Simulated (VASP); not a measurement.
# ZnSe (F-43m) in VASP: further runs, part 2 of 3

VASP 6.6.1. Earlier steps stand in the parts before.

## Step 3: Single point, LDA (19.63 Å³/atom)

This run uses another cell than the first one, of 19.63 Å³/atom.

INCAR reads:

```
SYSTEM = ZnSe
ALGO = Normal
EDIFF = 1E-6
ENCUT = 500
GGA = CA
GGA_COMPAT = .FALSE.
ISIF = 2
ISMEAR = 0
LASPH = .TRUE.
LCHARG = .TRUE.
LELF = .TRUE.
LREAL = .FALSE.
LVHAR = .TRUE.
LWAVE = .FALSE.
NBANDS = 16
NELM = 120
PREC = Accurate
SIGMA = 0.02
```

KPOINTS reads:

```
k-points
0
G
  8 8 8
  0 0 0
```

POSCAR reads:

```
ZnSe
1.0
    0.0000000000      2.6975252054      2.6975252054
    2.6975252054      0.0000000000      2.6975252054
    2.6975252054      2.6975252054      0.0000000000
Zn Se
1 1
Direct
    0.0000000000      0.0000000000      0.0000000000
    0.2500000000      0.2500000000      0.2500000000
```

Potentials or basis: VASP PAW LDA potentials, release 64 (Zn, Se).

Started as:

```bash
> cat potpaw_LDA.64/Zn/POTCAR potpaw_LDA.64/Se/POTCAR > POTCAR
> mpirun -np 1 vasp_std > vasp.out
```

OUTCAR:

```text
SYSTEM = ZnSe
   EDIFF = 1E-6
   ENCUT = 500
   GGA = CA
   ISIF = 2
   ISMEAR = 0
   LASPH = .TRUE.
   LREAL = .FALSE.
   NELM = 120
   PREC = Accurate

 ion  position               nearest neighbor table
   1  0.000  0.000  0.000-   2 2.34   2 2.34   2 2.34   2 2.34
   2  0.250  0.250  0.250-   1 2.34   1 2.34   1 2.34   1 2.34

  LATTYP: Found a face centered cubic cell.
 ALAT       =     5.3950504108

  Lattice vectors:

 A1 = (   0.0000000000,   2.6975252054,   2.6975252054)
 A2 = (   2.6975252054,   0.0000000000,   2.6975252054)
 A3 = (   2.6975252054,   2.6975252054,   0.0000000000)

Analysis of symmetry for initial positions (statically):
=====================================================================
 Subroutine PRICEL returns:
 Original cell was already a primitive cell.

 Routine SETGRP: Setting up the symmetry group for a
 face centered cubic supercell.

 Subroutine GETGRP returns: Found 24 space group operations
 (whereof 24 operations were pure point group operations)
 out of a pool of 48 trial point group operations.

The static configuration has the point symmetry T_d .

Analysis of symmetry for dynamics (positions and initial velocities):
=====================================================================
 Subroutine PRICEL returns:
 Original cell was already a primitive cell.

 Routine SETGRP: Setting up the symmetry group for a
 face centered cubic supercell.

 Subroutine GETGRP returns: Found 24 space group operations
 (whereof 24 operations were pure point group operations)
 out of a pool of 48 trial point group operations.

The dynamic configuration has the point symmetry T_d .

 Subroutine INISYM returns: Found 24 space group operations
 (whereof 24 operations are pure point group operations),
 and found     1 'primitive' translations

----------------------------------------------------------------------------------------

                                     Primitive cell

  volume of cell :      39.2579

  direct lattice vectors                    reciprocal lattice vectors
     0.000000000  2.697525205  2.697525205    -0.185355080  0.185355080  0.185355080
     2.697525205  0.000000000  2.697525205     0.185355080 -0.185355080  0.185355080
     2.697525205  2.697525205  0.000000000     0.185355080  0.185355080 -0.185355080

  length of vectors
     3.814876730  3.814876730  3.814876730     0.321044416  0.321044416  0.321044416

  position of ions in fractional coordinates (direct lattice)
     0.000000000  0.000000000  0.000000000
     0.250000000  0.250000000  0.250000000

  ion indices of the primitive-cell ions
   primitive index   ion index
                 1           1
                 2           2

----------------------------------------------------------------------------------------

 KPOINTS: k-points

Automatic generation of k-mesh.
 Grid dimensions read from file:
 generate k-points for:    8    8    8

 Generating k-lattice:

  Cartesian coordinates                     Fractional coordinates (reciprocal lattice)
    -0.023169385  0.023169385  0.023169385     0.125000000  0.000000000  0.000000000
     0.023169385 -0.023169385  0.023169385     0.000000000  0.125000000  0.000000000
     0.023169385  0.023169385 -0.023169385     0.000000000  0.000000000  0.125000000

  Length of vectors
     0.040130552  0.040130552  0.040130552

  Shift w.r.t. Gamma in fractional coordinates (k-lattice)
     0.000000000  0.000000000  0.000000000

 Subroutine IBZKPT returns following result:
 ===========================================

 Found     29 irreducible k-points:

 Following reciprocal coordinates:
            Coordinates               Weight
  0.000000  0.000000  0.000000      1.000000
  0.125000  0.000000  0.000000      8.000000
  0.250000  0.000000  0.000000      8.000000
  0.375000  0.000000  0.000000      8.000000
  0.500000  0.000000  0.000000      4.000000
  0.125000  0.125000  0.000000      6.000000
[... 16 lines left out ...]
  0.500000  0.250000  0.125000     48.000000
 -0.375000  0.250000  0.125000     24.000000
 [... further k-points ...]
   k-points           NKPTS =     29   k-points in BZ     NKDIM =     29   number of bands    NBANDS=     16
   number of dos      NEDOS =    301   number of ions     NIONS =      2
   total plane-waves  NPLWV =  21952
   dimension x,y,z NGX =    28 NGY =   28 NGZ =   28
   dimension x,y,z NGXF=    56 NGYF=   56 NGZF=   56
   ions per type =               1   1
   NGX,Y,Z   is equivalent  to a cutoff of  12.20, 12.20, 12.20 a.u.
   NGXF,Y,Z  is equivalent  to a cutoff of  24.40, 24.40, 24.40 a.u.
 SYSTEM =  ZnSe
   PREC   = accura    normal or accurate (medium, high low for compatibility)
   ISTART =      0    job   : 0-new  1-cont  2-samecut
   ICHARG =      2    charge: 1-file 2-atom 10-const
   ISPIN  =      1    spin polarized calculation?
   LNONCOLLINEAR =      F non collinear calculations
   LSORBIT =      F    spin-orbit coupling
   LASPH  =      T    aspherical Exc in radial PAW
   ENCUT  =  500.0 eV  36.75 Ry    6.06 a.u.   6.96  6.96  6.96*2*pi/ulx,y,z
   NELM   =    120;   NELMIN=  2; NELMDL= -5     # of ELM steps
   EDIFF  = 0.1E-05   stopping-criterion for ELM
   LREAL  =      F    real-space projection
   EDIFFG = 0.1E-04   stopping-criterion for IOM
   NSW    =      0    number of steps for IOM
   IBRION =     -1    ionic relax: 0-MD 1-quasi-New 2-CG
   NFREE  =      0    steps in history (QN), initial steepest desc. (CG)
   ISIF   =      2    stress and relaxation
   ISYM   =      2    0-nonsym 1-usesym 2-fastsym
   POTIM  = 0.5000    time-step for ionic-motion
   TEBEG  =    0.0;   TEEND  =   0.0 temperature during run
   PSTRESS=    0.0 pullay stress
   NELECT =      18.0000    total number of electrons
   NUPDOWN=      -1.0000    fix difference up-down
   EMIN   =  10.00;   EMAX   =-10.00  energy-range for DOS
   EFERMI =   0.00;   METHOD = LEGACY
   ISMEAR =     0;   SIGMA  =   0.02  broadening in eV -4-tet -1-fermi 0-gaus
   EFERMI_NEDOS =   21; number of points for ismear=-14 and -15
   IALGO  =     38    algorithm
   IMIX   =      4    mixing-type and parameters
     AMIX     =   0.40;   BMIX     =  1.00
     AMIX_MAG =   1.60;   BMIX_MAG =  1.00
  volume/ion in A,a.u.               =      19.63       132.46
  Fermi-wavevector in a.u.,A,eV,Ry     =   1.262380  2.385553 21.682294  1.593604
  Thomas-Fermi vector in A             =   2.395791
   LORBIT       =      0    0 simple, 1 ext, 2 COOP (PROOUT), +10 PAW based schemes
   GGA     = CA    functional components
   LHFCALC =     F    Hartree Fock is set to
   AEXX    =    0.0000 exact exchange contribution
   IVDW    =     0    specifies the selected vdW correction
   LEPSILON=     F    determine dielectric tensor
   LRPA    =     F    only Hartree local field effects (RPA)
 non-spin polarized calculation
 Gauss-broadening in eV      SIGMA  =   0.02
  energy-cutoff  :      500.00
  volume of cell :       39.26
 maximum number of plane-waves:      1012
   NGX = 13   NGY = 13   NGZ = 13

 number of electron      18.0000003 magnetization

 Free energy of the ion-electron system (eV)
  ---------------------------------------------------
  ext. energy  EPLUGINS =         0.00000000
  ---------------------------------------------------
  free energy    TOTEN  =        -7.26741779 eV

  energy without entropy =       -7.26741779  energy(sigma->0) =       -7.26741779

 E-fermi :   3.0830     XC(G=0): -10.3711

 val. band max:        2.9286003476   @ k =   0.0000   0.0000   0.0000
 cond. band min:       4.6324529024   @ k =   0.0000   0.0000   0.0000
 fundamental gap:      1.7038525547
 Fermi energy:         3.0829947168

 k-point     1 :       0.0000    0.0000    0.0000
  band No.  band energies     occupation
      1     -11.4279      2.00000
      2      -4.4037      2.00000
      3      -4.4037      2.00000
      4      -4.4037      2.00000
      5      -3.8985      2.00000
      6      -3.8985      2.00000
[... 8 lines left out ...]
     15      14.7169      0.00000
     16      14.7169      0.00000
[... 419 lines left out ...]
 k-point    24 :      -0.3750    0.2500    0.1250
  band No.  band energies     occupation
      1     -10.1722      2.00000
      2      -4.2834      2.00000
      3      -4.2191      2.00000
      4      -3.9644      2.00000
      5      -3.8919      2.00000
      6      -3.6092      2.00000
[... 8 lines left out ...]
     15      16.0450      0.00000
     16      17.0936      0.00000

 [... further k-points ...]

------------------------ aborting loop because EDIFF is reached ----------------------------------------

  FORCE on cell =-STRESS in cart. coord.  units (eV):
  Direction    XX          YY          ZZ          XY          YZ          ZX
  --------------------------------------------------------------------------------------
  -------------------------------------------------------------------------------------
  Total        2.1810404      2.1810404      2.1810404      0.0000000      0.0000000     -0.0000000
  in kB       89.0118348     89.0118348     89.0118348      0.0000000      0.0000000     -0.0000000
  external PRESSURE =      89.0118348 kB  Pullay stress =       0.0000000 kB

 VOLUME and BASIS-vectors are now :
 -----------------------------------------------------------------------------
  energy-cutoff  :      500.00
  volume of cell :       39.26
      direct lattice vectors                 reciprocal lattice vectors
     0.000000000  2.697525205  2.697525205    -0.185355080  0.185355080  0.185355080
     2.697525205  0.000000000  2.697525205     0.185355080 -0.185355080  0.185355080
     2.697525205  2.697525205  0.000000000     0.185355080  0.185355080 -0.185355080

 POSITION                                       TOTAL-FORCE (eV/Angst)
 -----------------------------------------------------------------------------------
      0.00000      0.00000      0.00000         0.000000      0.000000      0.000000
      1.34876      1.34876      1.34876        -0.000000     -0.000000     -0.000000
 -----------------------------------------------------------------------------------
    total drift:                                0.000000      0.000000      0.000000

  FREE ENERGIE OF THE ION-ELECTRON SYSTEM (eV)
  ---------------------------------------------------
  free  energy   TOTEN  =        -7.2674177920 eV

  energy  without entropy=       -7.2674177920  energy(sigma->0) =       -7.26741779
```

Wall time 10 s (1 thread of Intel Xeon Platinum 8488C (Sapphire Rapids), shared host); peak memory 0.14 GiB.

Results:

```yaml
Free_energy: -7.2674 eV
Pressure: 8.9 GPa
Band_gap_on_the_k_mesh: 1.70 eV
```

Caveat: the cell stands under pressure.

## Step 4: Single point, LDA (20.92 Å³/atom)

This run uses another cell than the first one, of 20.92 Å³/atom.

INCAR reads:

```
  PREC = Accurate
  ENCUT = 500
  EDIFF = 1E-6
  ISMEAR = 0
  SIGMA = 0.02
  LREAL = False
  LASPH = True
  NELM = 120
  ALGO = Normal
  ISIF = 2
  LWAVE = False
  LCHARG = False
  NBANDS = 16
  GGA_COMPAT = False
```

KPOINTS reads:

```
Automatic mesh
0
Gamma
  8 8 8
```

POSCAR reads:

```
ZnSe
1.0
    0.0000000000      2.7555542060      2.7555542060
    2.7555542060      0.0000000000      2.7555542060
    2.7555542060      2.7555542060      0.0000000000
Zn Se
1 1
Direct
    0.0000000000      0.0000000000      0.0000000000
    0.2500000000      0.2500000000      0.2500000000
```

Started as:

```bash
> cat potpaw_LDA.64/Zn/POTCAR potpaw_LDA.64/Se/POTCAR > POTCAR
> mpirun -np 1 vasp_std > vasp.out
```

It took 10 s on 1 thread of Intel Xeon Platinum 8488C (Sapphire Rapids), shared host; peak memory 0.14 GiB.

It converged, with:

```yaml
Free_energy: -7.3592 eV
Pressure: 2.8 GPa
Band_gap_on_the_k_mesh: 1.42 eV
```

Levels at points of the mesh, in eV from the valence-band top:
```
           k point  band 6  band 7  band 8  band 9  band 10  band 11  band 12  band 13
(0.00, 0.00, 0.00)   -6.58    0.00    0.00    0.00     1.42     5.67     5.67     5.67
(0.50, 0.00, 0.00)   -6.39   -5.86   -1.01   -1.01     2.52     6.26     6.26     8.55
(0.50, 0.50, 0.00)   -6.37   -5.21   -2.52   -2.52     2.61     3.30    11.17    11.68
```

## Step 5: Single point, LDA

This run uses another cell than the first one, of 21.57 Å³/atom.

INCAR reads:

```
SYSTEM = ZnSe
ALGO     = Normal         ! electronic algorithm
EDIFF    = 1E-6           ! SCF threshold, eV
ENCUT    = 500            ! plane-wave cutoff, eV
GGA      = CA             ! functional
GGA_COMPAT= .False.      
ISIF     = 2              ! what is computed and relaxed
ISMEAR   = 0              ! smearing method
LASPH    = .True.         ! aspherical terms in the spheres
LCHARG   = .False.        ! write CHGCAR
LREAL    = .False.        ! projectors in reciprocal space
LWAVE    = .False.        ! write WAVECAR
NBANDS   = 16             ! bands
NELM     = 120            ! most SCF steps
PREC     = Accurate       ! precision mode
SIGMA    = 0.02           ! smearing width, eV
```

KPOINTS reads:

```
k-points
0
Gamma
  8 8 8
  0 0 0
```

POSCAR reads:

```
ZnSe
1.0
    0.0000000000      2.7836740482      2.7836740482
    2.7836740482      0.0000000000      2.7836740482
    2.7836740482      2.7836740482      0.0000000000
Zn Se
1 1
Direct
    0.0000000000      0.0000000000      0.0000000000
    0.2500000000      0.2500000000      0.2500000000
```

Started as:

```bash
> cat potpaw_LDA.64/Zn/POTCAR potpaw_LDA.64/Se/POTCAR > POTCAR
> mpirun -np 1 vasp_std > vasp.out
```

Wall time 15 s (1 thread of Intel Xeon Platinum 8488C (Sapphire Rapids), shared host); peak memory 0.15 GiB.

The run converged. Its results:

```
Free energy            : -7.3717 eV
Pressure               : 0.4 GPa
Band gap on the k mesh : 1.29 eV
```

Levels at points of the mesh, in eV from the valence-band top:
| k point | band 7 | band 8 | band 9 | band 10 | band 11 | band 12 |
| --- | --- | --- | --- | --- | --- | --- |
| (0.00, 0.00, 0.00) | 0.00 | 0.00 | 0.00 | 1.29 | 5.68 | 5.68 |
| (0.50, 0.00, 0.00) | -5.64 | -0.96 | -0.96 | 2.47 | 6.27 | 6.27 |
| (0.50, 0.50, 0.00) | -5.07 | -2.40 | -2.40 | 2.69 | 3.31 | 10.93 |

(Continued in part 3 of 3.)
